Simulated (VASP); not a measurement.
Here is a VASP 6.6.1 calculation.

File INCAR:

```
SYSTEM = BeSe2
PREC = Accurate
ENCUT = 600
EDIFF = 1E-6
ISMEAR = 0
SIGMA = 0.2
LREAL = .False.
LASPH = .True.
NELM = 120
ALGO = Normal
ISIF = 2
LWAVE = .False.
LCHARG = .True.
GGA = PE
LELF = .True.
LVHAR = .True.
NBANDS = 14
GGA_COMPAT = .False.
```

Contents of KPOINTS:

```
regular mesh
0
Gamma
  5 5 5
  0 0 0
```

File POSCAR:

```
BeSe2
1.0
    2.5915162856      1.4962126267      3.6857970255
   -2.5915162856      1.4962126267      3.6857970255
    0.0000000000     -2.9924252485      3.6857970275
Be Se
1 2
Direct
    0.5000000000      0.5000000000      0.5000000000
    0.6840260506      0.6840260506      0.6840260506
    0.3159739494      0.3159739494      0.3159739494
```

Potentials or basis: VASP PAW PBE potentials, release 64 (Be, Se).

The run is started by

```console
$ cat potpaw_PBE.64/Be/POTCAR potpaw_PBE.64/Se/POTCAR > POTCAR
$ mpirun -np 1 vasp_std > vasp.out
```

**Question.** What does it give for the largest force?

**Answer.** 0.020 eV/Å.

**Question.** Estimate the pressure.

**Answer.** 0.2 GPa.

**Question.** Predict the band gap on the k mesh.

**Answer.** Zero (bands 7 and 8 overlap by 0.24 eV).

Stress tensor (GPa, compression positive):
```
0.23 0.00 0.00
0.00 0.23 0.00
0.00 0.00 0.10
```

Caveat: semilocal functionals underestimate gaps, so a narrow gap can read as zero.
